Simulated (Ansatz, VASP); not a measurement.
**One calculation of RbAs2, two programs**

```xyz
6
Lattice="-3.4934 3.4934 4.8665 3.4934 -3.4934 4.8665 3.4934 3.4934 -4.8665" Properties=species:S:1:pos:R:3 pbc="T T T"
Rb    0.0000    0.0000    2.4332
Rb    0.0000    0.0000    7.2997
As    0.7798    4.2732    0.0000
As    2.7136    0.7798    0.0000
As    2.7136   -0.7798    4.8665
As    0.7798    2.7136    4.8665
```

Alike in both runs: functional PBE; k mesh 8 × 8 × 8; occupations gaussian, width 0.1 eV; no spin polarisation.

Ansatz relaxed the structure, and its values are those at the end. VASP's run is a single point on that final structure, the one shown.

```csv
,VASP,Ansatz
version,VASP 6.6.1,Ansatz 0.2.0
potentials or method,"VASP PAW PBE potentials, release 64 (Rb_sv, As), cutoff 520 eV","scalar-relativistic, plane waves, PAW"
valence electrons in the cell,38,78
```

Ansatz gave:

| Property | Result |
| --- | --- |
| gap on the k mesh at the Fermi level (eV) | none |
| pressure (GPa) | 0.0 |
| rms of the force components (eV/Å) | 0.001 |

Q: Estimate VASP's values.

A: gap on the k mesh at the Fermi level (eV): none; pressure (GPa): 0.1; rms of the force components (eV/Å): 0.048.

A gap of «none» marks a metal or a gap that the smearing closes. VASP's potentials hold 38 valence electrons a cell and Ansatz's 78, so a difference there can come from the potentials and not from the codes.
